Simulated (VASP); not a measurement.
# Ga3Cl (P4/mmm) in VASP: a series of runs

Runs on Ga3Cl. Level: PBE. Tasks: single point.

Everything below comes from runs of VASP 6.6.1. Logs are shortened: lines on timing, memory, paths and dates and some standing lists are left out, and cuts for length are marked.

### 1 The cell of the first run

Symmetry: P4/mmm, No. 123, tetragonal system. The conventional cell has a = 5.007 Å, b = 5.007 Å, c = 3.366 Å, α = 90.00°, β = 90.00°, γ = 90.00°. Within 4.0 Å of Ga (site symmetry mmm) lie 10 Ga at 3.02 to 3.54 Å and 4 Cl at 3.02 Å. Ga (site symmetry 4/mmm) has 10 Ga at 3.02 to 3.37 Å and 4 Cl at 3.54 Å within 4.0 Å. Cl (site symmetry 4/mmm) has 12 Ga at 3.02 to 3.54 Å and 2 Cl at 3.37 Å within 4.0 Å.

### 2 Single point, PBE

INCAR reads:

```
SYSTEM = Ga3Cl
PREC     = Accurate       ! precision mode
ENCUT    = 520            ! plane-wave cutoff, eV
EDIFF    = 1E-6           ! SCF threshold, eV
ISMEAR   = 0              ! smearing method
SIGMA    = 0.1            ! smearing width, eV
LREAL    = .False.        ! projectors in reciprocal space
LASPH    = .True.         ! aspherical terms in the spheres
NELM     = 60             ! most SCF steps
ALGO     = Normal         ! electronic algorithm
ISIF     = 2              ! what is computed and relaxed
LWAVE    = .False.        ! write WAVECAR
LCHARG   = .True.         ! write CHGCAR
GGA      = PE             ! functional
LELF     = .True.         ! ELF
LVHAR    = .True.       
NBANDS   = 31             ! bands
```

KPOINTS reads:

```
Automatic mesh
0
Gamma
  4 4 4
  0 0 0
```

POSCAR reads:

```
Ga3Cl
1.0
    5.0073268689      0.0000000000      0.0000000000
    0.0000000000      5.0073268689      0.0000000000
    0.0000000000      0.0000000000      3.3662370984
Ga Cl
3 1
Direct
    0.0000000000      0.5000000000      0.5000000000
    0.5000000000      0.0000000000      0.5000000000
    0.5000000000      0.5000000000      0.0000000000
    0.0000000000      0.0000000000      0.0000000000
```

Potentials or basis: VASP PAW PBE potentials, release 64 (Ga_d, Cl).

On the command line:

```
$ cat potpaw_PBE.64/Ga_d/POTCAR potpaw_PBE.64/Cl/POTCAR > POTCAR
$ mpirun -np 1 vasp_std > vasp.out
```

OUTCAR:

```text
SYSTEM = Ga3Cl
   PREC = Accurate
   ENCUT = 520
   EDIFF = 1E-6
   ISMEAR = 0
   LREAL = .False.
   LASPH = .True.
   NELM = 60
   ISIF = 2
   GGA = PE

 ion  position               nearest neighbor table
   1  0.000  0.500  0.500-
   2  0.500  0.000  0.500-
   3  0.500  0.500  0.000-
   4  0.000  0.000  0.000-

  LATTYP: Found a simple tetragonal cell.
 ALAT       =     5.0073268689
 C/A-ratio  =     0.6722623041

  Lattice vectors:

 A1 = (   5.0073268689,   0.0000000000,   0.0000000000)
 A2 = (   0.0000000000,   5.0073268689,   0.0000000000)
 A3 = (   0.0000000000,   0.0000000000,   3.3662370984)

Analysis of symmetry for initial positions (statically):
=====================================================================
 Subroutine PRICEL returns:
 Original cell was already a primitive cell.

 Routine SETGRP: Setting up the symmetry group for a
 simple tetragonal supercell.

 Subroutine GETGRP returns: Found 16 space group operations
 (whereof 16 operations were pure point group operations)
 out of a pool of 16 trial point group operations.

The static configuration has the point symmetry D_4h.

Analysis of symmetry for dynamics (positions and initial velocities):
=====================================================================
 Subroutine PRICEL returns:
 Original cell was already a primitive cell.

 Routine SETGRP: Setting up the symmetry group for a
 simple tetragonal supercell.

 Subroutine GETGRP returns: Found 16 space group operations
 (whereof 16 operations were pure point group operations)
 out of a pool of 16 trial point group operations.

The dynamic configuration has the point symmetry D_4h.

 Subroutine INISYM returns: Found 16 space group operations
 (whereof 16 operations are pure point group operations),
 and found     1 'primitive' translations

----------------------------------------------------------------------------------------

                                     Primitive cell

  volume of cell :      84.4027

  direct lattice vectors                    reciprocal lattice vectors
[... 76 lines left out ...]
   ISTART =      0    job   : 0-new  1-cont  2-samecut
   ICHARG =      2    charge: 1-file 2-atom 10-const
   ISPIN  =      1    spin polarized calculation?
   LNONCOLLINEAR =      F non collinear calculations
   LSORBIT =      F    spin-orbit coupling
   LASPH  =      T    aspherical Exc in radial PAW
   ENCUT  =  520.0 eV  38.22 Ry    6.18 a.u.   9.31  9.31  6.26*2*pi/ulx,y,z
   NELM   =     60;   NELMIN=  2; NELMDL= -5     # of ELM steps
   EDIFF  = 0.1E-05   stopping-criterion for ELM
   LREAL  =      F    real-space projection
   EDIFFG = 0.1E-04   stopping-criterion for IOM
   NSW    =      0    number of steps for IOM
   IBRION =     -1    ionic relax: 0-MD 1-quasi-New 2-CG
   NFREE  =      0    steps in history (QN), initial steepest desc. (CG)
   ISIF   =      2    stress and relaxation
   ISYM   =      2    0-nonsym 1-usesym 2-fastsym
   POTIM  = 0.5000    time-step for ionic-motion
   TEBEG  =    0.0;   TEEND  =   0.0 temperature during run
   PSTRESS=    0.0 pullay stress
   NELECT =      46.0000    total number of electrons
   NUPDOWN=      -1.0000    fix difference up-down
   EMIN   =  10.00;   EMAX   =-10.00  energy-range for DOS
   EFERMI =   0.00;   METHOD = LEGACY
   ISMEAR =     0;   SIGMA  =   0.10  broadening in eV -4-tet -1-fermi 0-gaus
   EFERMI_NEDOS =   21; number of points for ismear=-14 and -15
   IALGO  =     38    algorithm
   IMIX   =      4    mixing-type and parameters
     AMIX     =   0.40;   BMIX     =  1.00
     AMIX_MAG =   1.60;   BMIX_MAG =  1.00
  volume/ion in A,a.u.               =      21.10       142.39
  Fermi-wavevector in a.u.,A,eV,Ry     =   1.337238  2.527013 24.329998  1.788204
  Thomas-Fermi vector in A             =   2.465802
   LORBIT       =      0    0 simple, 1 ext, 2 COOP (PROOUT), +10 PAW based schemes
   GGA     = PE    functional components
   LHFCALC =     F    Hartree Fock is set to
   AEXX    =    0.0000 exact exchange contribution
   IVDW    =     0    specifies the selected vdW correction
   LEPSILON=     F    determine dielectric tensor
   LRPA    =     F    only Hartree local field effects (RPA)
 non-spin polarized calculation
 Gauss-broadening in eV      SIGMA  =   0.10
  energy-cutoff  :      520.00
  volume of cell :       84.40
 maximum number of plane-waves:      2302
 NGX is ok and might be reduce to    40
   NGX = 19   NGY = 19   NGZ = 13

 number of electron      46.0000011 magnetization

 Free energy of the ion-electron system (eV)
  ---------------------------------------------------
  ext. energy  EPLUGINS =         0.00000000
  ---------------------------------------------------
  free energy    TOTEN  =       -11.19751703 eV

  energy without entropy =      -11.18647645  energy(sigma->0) =      -11.19199674

 E-fermi :   4.4857     XC(G=0): -10.2095

 val. band max:        4.4787656464   @ k =   0.2500   0.2500   0.5000
 cond. band min:       4.5148009326   @ k =   0.5000   0.2500   0.2500
 fundamental gap:      0.0360352862
 Fermi energy:         4.4856630438

 k-point     1 :       0.0000    0.0000    0.0000
  band No.  band energies     occupation
      1     -11.5879      2.00000
      2     -10.4056      2.00000
      3     -10.4034      2.00000
      4     -10.3827      2.00000
      5     -10.3507      2.00000
      6     -10.3507      2.00000
[... 601 lines left out ...]
     30      12.2970      0.00000
     31      12.2970      0.00000

------------------------ aborting loop because EDIFF is reached ----------------------------------------

  FORCE on cell =-STRESS in cart. coord.  units (eV):
  Direction    XX          YY          ZZ          XY          YZ          ZX
  --------------------------------------------------------------------------------------
  -------------------------------------------------------------------------------------
  Total        0.0254914      0.0254914      0.0245186      0.0000000      0.0000000      0.0000000
  in kB        0.4838903      0.4838903      0.4654251      0.0000000      0.0000000      0.0000000
  external PRESSURE =       0.4777353 kB  Pullay stress =       0.0000000 kB

 VOLUME and BASIS-vectors are now :
 -----------------------------------------------------------------------------
  energy-cutoff  :      520.00
  volume of cell :       84.40
      direct lattice vectors                 reciprocal lattice vectors
     5.007326869  0.000000000  0.000000000     0.199707354  0.000000000  0.000000000
     0.000000000  5.007326869  0.000000000     0.000000000  0.199707354  0.000000000
     0.000000000  0.000000000  3.366237098     0.000000000  0.000000000  0.297067607

 POSITION                                       TOTAL-FORCE (eV/Angst)
 -----------------------------------------------------------------------------------
      0.00000      2.50366      1.68312         0.000000      0.000000      0.000000
      2.50366      0.00000      1.68312         0.000000      0.000000      0.000000
      2.50366      2.50366      0.00000         0.000000      0.000000      0.000000
      0.00000      0.00000      0.00000         0.000000      0.000000      0.000000
 -----------------------------------------------------------------------------------
    total drift:                               -0.000000      0.000000     -0.000000

  FREE ENERGIE OF THE ION-ELECTRON SYSTEM (eV)
  ---------------------------------------------------
  free  energy   TOTEN  =       -11.1975170301 eV

  energy  without entropy=      -11.1864764545  energy(sigma->0) =      -11.19199674
```

OSZICAR:

```text
N       E                     dE             d eps       ncg     rms          rms(c)
DAV:   1     0.346378597061E+03    0.34638E+03   -0.22058E+04  1158   0.250E+03
DAV:   2     0.369744005426E+02   -0.30940E+03   -0.29531E+03  1153   0.534E+02
DAV:   3    -0.921393208613E+01   -0.46188E+02   -0.44355E+02  1306   0.146E+02
DAV:   4    -0.113317251521E+02   -0.21178E+01   -0.21046E+01  1312   0.319E+01
DAV:   5    -0.113890098575E+02   -0.57285E-01   -0.57265E-01  1485   0.508E+00    0.554E+00
DAV:   6    -0.112132443048E+02    0.17577E+00   -0.31397E-01  1647   0.730E+00    0.331E+00
DAV:   7    -0.111989043515E+02    0.14340E-01   -0.13698E-01  1495   0.360E+00    0.919E-01
DAV:   8    -0.111973964398E+02    0.15079E-02   -0.26981E-02  1500   0.227E+00    0.202E-01
DAV:   9    -0.111974605473E+02   -0.64108E-04   -0.37229E-03  1548   0.165E+00    0.519E-02
DAV:  10    -0.111974892949E+02   -0.28748E-04   -0.64325E-04  1356   0.441E-01    0.267E-02
DAV:  11    -0.111975118114E+02   -0.22517E-04   -0.11259E-04  1717   0.141E-01    0.108E-02
DAV:  12    -0.111975162420E+02   -0.44306E-05   -0.40220E-05  1304   0.802E-02    0.382E-03
DAV:  13    -0.111975170301E+02   -0.78812E-06   -0.23020E-06   934   0.299E-02
   1 F= -.11197517E+02 E0= -.11191997E+02  d E =-.110406E-01
```

stdout:

```text
POSCAR found type information on POSCAR GaCl
 POSCAR found :  2 types and       4 ions
 scaLAPACK will be used
 LDA part: xc-table for (Slater+PW92), standard interpolation
 POSCAR, INCAR and KPOINTS ok, starting setup
 FFT: planning ... GRIDC
 FFT: planning ... GRID_SOFT
 FFT: planning ... GRID
 WAVECAR not read
 entering main loop
```

It took 53 s on 1 thread of Intel Xeon 6975P-C, shared host; peak memory 0.21 GiB.

What came out:

| Item | Value |
| --- | --- |
| Free energy | -11.1975 eV |
| Pressure | 0.0 GPa |
| Band gap on the k mesh | zero (band 23 reaches 5.66 eV, above the bottom of band 24 at 3.77 eV) |

Caveat: the k points lie up to 0.47 Å⁻¹ apart.

### 3 Single point, PBE

This run uses another cell than the first one, of 20.65 Å³/atom, 0.979 times its volume.

INCAR reads:

```
  PREC = Accurate
  ENCUT = 520
  EDIFF = 1E-7
  ISMEAR = 0
  SIGMA = 0.1
  LREAL = False
  LASPH = True
  NELM = 60
  ALGO = Normal
  ISIF = 2
  LWAVE = False
  LCHARG = True
  GGA = PE
  LELF = True
  LVHAR = True
  NBANDS = 31
```

KPOINTS reads:

```
Automatic mesh
0
Gamma
  4 4 6
```

POSCAR reads:

```
Ga3Cl
1.0
    5.1113264893      0.0000000000      0.0000000000
    0.0000000000      5.1113264893      0.0000000000
    0.0000000000      0.0000000000      3.1621525015
Ga Cl
3 1
Direct
    0.0000000000      0.5000000000      0.5000000000
    0.5000000000      0.0000000000      0.5000000000
    0.5000000000      0.5000000000      0.0000000000
    0.0000000000      0.0000000000      0.0000000000
```

Potentials or basis: VASP PAW PBE potentials, release 64 (Ga_d, Cl).

On the command line:

```
$ cat potpaw_PBE.64/Ga_d/POTCAR potpaw_PBE.64/Cl/POTCAR > POTCAR
$ mpirun -np 1 vasp_std > vasp.out
```

OUTCAR:

```text
PREC = Accurate
   ENCUT = 520
   EDIFF = 1E-7
   ISMEAR = 0
   LREAL = False
   LASPH = True
   NELM = 60
   ISIF = 2
   GGA = PE

 ion  position               nearest neighbor table
   1  0.000  0.500  0.500-
   2  0.500  0.000  0.500-
   3  0.500  0.500  0.000-
   4  0.000  0.000  0.000-

  LATTYP: Found a simple tetragonal cell.
 ALAT       =     5.1113264893
 C/A-ratio  =     0.6186559415

  Lattice vectors:

 A1 = (   5.1113264893,   0.0000000000,   0.0000000000)
 A2 = (   0.0000000000,   5.1113264893,   0.0000000000)
 A3 = (   0.0000000000,   0.0000000000,   3.1621525015)

Analysis of symmetry for initial positions (statically):
=====================================================================
 Subroutine PRICEL returns:
 Original cell was already a primitive cell.

 Routine SETGRP: Setting up the symmetry group for a
 simple tetragonal supercell.

 Subroutine GETGRP returns: Found 16 space group operations
 (whereof 16 operations were pure point group operations)
 out of a pool of 16 trial point group operations.

The static configuration has the point symmetry D_4h.

Analysis of symmetry for dynamics (positions and initial velocities):
=====================================================================
 Subroutine PRICEL returns:
 Original cell was already a primitive cell.

 Routine SETGRP: Setting up the symmetry group for a
 simple tetragonal supercell.

 Subroutine GETGRP returns: Found 16 space group operations
 (whereof 16 operations were pure point group operations)
 out of a pool of 16 trial point group operations.

The dynamic configuration has the point symmetry D_4h.

 Subroutine INISYM returns: Found 16 space group operations
[... 114 lines left out ...]
   EFERMI =   0.00;   METHOD = LEGACY
   ISMEAR =     0;   SIGMA  =   0.10  broadening in eV -4-tet -1-fermi 0-gaus
   EFERMI_NEDOS =   21; number of points for ismear=-14 and -15
   IALGO  =     38    algorithm
   IMIX   =      4    mixing-type and parameters
     AMIX     =   0.40;   BMIX     =  1.00
     AMIX_MAG =   1.60;   BMIX_MAG =  1.00
  volume/ion in A,a.u.               =      20.65       139.38
  Fermi-wavevector in a.u.,A,eV,Ry     =   1.346824  2.545128 24.680072  1.813934
  Thomas-Fermi vector in A             =   2.474624
   LORBIT       =      0    0 simple, 1 ext, 2 COOP (PROOUT), +10 PAW based schemes
   GGA     = PE    functional components
   LHFCALC =     F    Hartree Fock is set to
   AEXX    =    0.0000 exact exchange contribution
   IVDW    =     0    specifies the selected vdW correction
   LEPSILON=     F    determine dielectric tensor
   LRPA    =     F    only Hartree local field effects (RPA)
 non-spin polarized calculation
 Gauss-broadening in eV      SIGMA  =   0.10
  energy-cutoff  :      520.00
  volume of cell :       82.61
 maximum number of plane-waves:      2256
 NGX is ok and might be reduce to    40
   NGX = 19   NGY = 19   NGZ = 11

 number of electron      46.0000008 magnetization

 Free energy of the ion-electron system (eV)
  ---------------------------------------------------
  ext. energy  EPLUGINS =         0.00000000
  ---------------------------------------------------
  free energy    TOTEN  =       -11.27816286 eV

  energy without entropy =      -11.27244267  energy(sigma->0) =      -11.27530277

 E-fermi :   4.8352     XC(G=0): -10.3126

 val. band max:        4.7799034662   @ k =   0.5000   0.0000   0.5000
 cond. band min:       4.9057046123   @ k =   0.2500   0.2500   0.0000
 fundamental gap:      0.1258011460
 Fermi energy:         4.8352002142

 k-point     1 :       0.0000    0.0000    0.0000
  band No.  band energies     occupation
      1     -11.4585      2.00000
      2     -10.3044      2.00000
      3     -10.3043      2.00000
      4     -10.2674      2.00000
      5     -10.2098      2.00000
      6     -10.2098      2.00000
[... 805 lines left out ...]
     30      12.0475      0.00000
     31      12.0475      0.00000

------------------------ aborting loop because EDIFF is reached ----------------------------------------

  FORCE on cell =-STRESS in cart. coord.  units (eV):
  Direction    XX          YY          ZZ          XY          YZ          ZX
  --------------------------------------------------------------------------------------
  -------------------------------------------------------------------------------------
  Total       -0.0025104     -0.0025104     -0.0167915      0.0000000     -0.0000000      0.0000000
  in kB       -0.0486869     -0.0486869     -0.3256489      0.0000000     -0.0000000      0.0000000
  external PRESSURE =      -0.1410076 kB  Pullay stress =       0.0000000 kB

 VOLUME and BASIS-vectors are now :
 -----------------------------------------------------------------------------
  energy-cutoff  :      520.00
  volume of cell :       82.61
      direct lattice vectors                 reciprocal lattice vectors
     5.111326489  0.000000000  0.000000000     0.195643930  0.000000000  0.000000000
     0.000000000  5.111326489  0.000000000     0.000000000  0.195643930  0.000000000
     0.000000000  0.000000000  3.162152502     0.000000000  0.000000000  0.316240282

 POSITION                                       TOTAL-FORCE (eV/Angst)
 -----------------------------------------------------------------------------------
      0.00000      2.55566      1.58108         0.000000      0.000000      0.000000
      2.55566      0.00000      1.58108         0.000000      0.000000      0.000000
      2.55566      2.55566      0.00000         0.000000      0.000000      0.000000
      0.00000      0.00000      0.00000         0.000000      0.000000      0.000000
 -----------------------------------------------------------------------------------
    total drift:                               -0.000000      0.000000     -0.000000

  FREE ENERGIE OF THE ION-ELECTRON SYSTEM (eV)
  ---------------------------------------------------
  free  energy   TOTEN  =       -11.2781628617 eV

  energy  without entropy=      -11.2724426723  energy(sigma->0) =      -11.27530277
```

Wall time 65 s (1 thread of Intel Xeon 6975P-C, shared host); peak memory 0.21 GiB.

What came out:

```yaml
Free_energy: -11.2782 eV
Pressure: 0.0 GPa
Band_gap_on_the_k_mesh: zero (band 23 reaches 6.19 eV, above the bottom of band 24 at 3.56 eV)
```

Levels at points of the mesh, in eV from the Fermi level:
| k point | band 20 | band 21 | band 22 | band 23 | band 24 | band 25 | band 26 | band 27 |
| --- | --- | --- | --- | --- | --- | --- | --- | --- |
| (0.00, 0.00, 0.00) | -5.29 | -2.40 | -1.81 | -1.28 | -1.28 | 4.79 | 5.06 | 5.34 |
| (0.50, 0.00, 0.00) | -4.70 | -2.33 | -2.20 | -1.59 | 1.68 | 4.32 | 4.72 | 4.85 |
| (0.50, 0.50, 0.00) | -2.28 | -2.22 | -2.22 | 0.45 | 3.55 | 3.67 | 4.46 | 4.46 |
| (0.00, 0.00, 0.50) | -4.00 | -3.54 | -2.51 | -0.47 | 0.40 | 0.40 | 2.38 | 2.43 |
| (0.50, 0.00, 0.50) | -3.92 | -2.84 | -2.54 | -1.97 | -0.06 | 1.76 | 1.78 | 1.80 |
| (0.50, 0.50, 0.50) | -4.11 | -4.11 | -4.06 | -3.18 | 0.10 | 0.10 | 3.91 | 5.86 |
